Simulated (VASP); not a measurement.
Input of a VASP 6.6.1 run:

The input INCAR:

```
SYSTEM = Cu
  PREC = Accurate
  ENCUT = 600
  EDIFF = 1E-6
  ISMEAR = 1
  SIGMA = 0.15
  LREAL = .FALSE.
  LASPH = .TRUE.
  NELM = 60
  ALGO = Normal
  ISIF = 3
  LWAVE = .FALSE.
  LCHARG = .FALSE.
  GGA = PS
  IBRION = 2
  NSW = 60
  EDIFFG = -0.05
```

KPOINTS

```
Automatic mesh
0
G
  15 15 8
  0 0 0
```

Contents of POSCAR:

```
Cu
1.0
    2.5341000000      0.0000000000      0.0000000000
   -1.2670500000      2.1945900000      0.0000000000
    0.0000000000      0.0000000000      4.1125700000
Cu
2
Direct
    0.3333333333      0.6666666667      0.2500000000
    0.6666666667      0.3333333333      0.7500000000
```

Potentials or basis: VASP PAW PBE potentials, release 64 (Cu).

Command:

```console
$ cat potpaw_PBE.64/Cu/POTCAR > POTCAR
$ mpirun -np 1 vasp_std > vasp.out
```

(1) Estimate the band gap on the k mesh.

(2) What does it give for the space group after relaxing (to 0.1 Å)?

(3) What does it give for the relaxed volume?

## Answers

(1) zero (bands 11 and 12 overlap by 6.19 eV).

(2) P6_3/mmc (No. 194).

(3) 11.37 Å³/atom.

Caveat: the PAW data sets were made with another functional, which shifts forces and pressure a little.
